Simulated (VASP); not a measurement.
Ir3Rh: relaxation of cell and atoms with LDA

The system is Ir3Rh.

```
Ir Rh
1.0
     3.84034    0.00000    0.00000
     0.00000    3.84034    0.00000
     0.00000    0.00000    3.84034
Ir Rh
3 1
Direct
  0.50000 0.00000 0.50000
  0.00000 0.50000 0.50000
  0.50000 0.50000 0.00000
  0.00000 0.00000 0.00000
```

```json
{
 "Program": "VASP 6.6.1",
 "Task": "relaxation of cell and atoms",
 "Functional": "LDA",
 "Potentials or basis": "VASP PAW LDA potentials, release 64 (Ir, Rh_pv)",
 "Cutoff": "600 eV",
 "k mesh": "5 × 5 × 5",
 "Occupations": "methfessel-paxton, width 0.1 eV",
 "Spin": "no spin polarisation",
 "Dipole correction": "no",
 "Further INCAR settings": "ALGO = Normal; EDIFF = 1e-06; IBRION = 2; EDIFFG = -0.02; NSW = 80; ISIF = 3"
}
```

| Quantity | Value |
| --- | --- |
| Relaxed volume | 13.76 Å³/atom |
| Relaxed cell | a = 3.804 Å, b = 3.804 Å, c = 3.804 Å, α = 90.00°, β = 90.00°, γ = 90.00° |
| Space group after relaxing (to 0.05 Å) | Pm-3m (No. 221) |
| Energy gained by relaxing | 13.2 meV/atom |
| Ionic steps | 4 |
| Pressure after relaxing | 0.0 GPa |
| Band gap on the k mesh | zero (band 21 reaches 12.12 eV, above the bottom of band 22 at 10.12 eV) |

The path:
| step | energy change (eV) | largest force (eV/Å) | pressure (GPa) | volume (Å³) |
| --- | --- | --- | --- | --- |
| 1 | 0.0000 | 0.0000 | -10.21 | 56.64 |
| 2 | 0.7477 | 0.0000 | 52.12 | 49.56 |
| 3 | -0.0528 | 0.0000 | -0.51 | 55.10 |
| 4 | -0.0529 | 0.0000 | -0.05 | 55.04 |

Final structure:
```xyz
4
Lattice="3.8039 0.0000 0.0000 0.0000 3.8039 0.0000 0.0000 0.0000 3.8039" Properties=species:S:1:pos:R:3 pbc="T T T"
Ir    1.9020    0.0000    1.9020
Ir    0.0000    1.9020    1.9020
Ir    1.9020    1.9020    0.0000
Rh    0.0000    0.0000    0.0000
```

Levels at points of the mesh, in eV from the Fermi level:
```tsv
k point	band 17	band 18	band 19	band 20	band 21	band 22	band 23	band 24
(0.00, 0.00, 0.00)	0.65	1.00	1.00	1.00	1.02	1.63	1.63	1.63
```

It took 24 s on 1 thread of Intel(R) Xeon(R) Platinum 8559C (Emerald Rapids), with other jobs on the host, peak memory 0.16 GiB.

Caveat: spin-orbit coupling is left out, which moves the levels of the heavy elements.
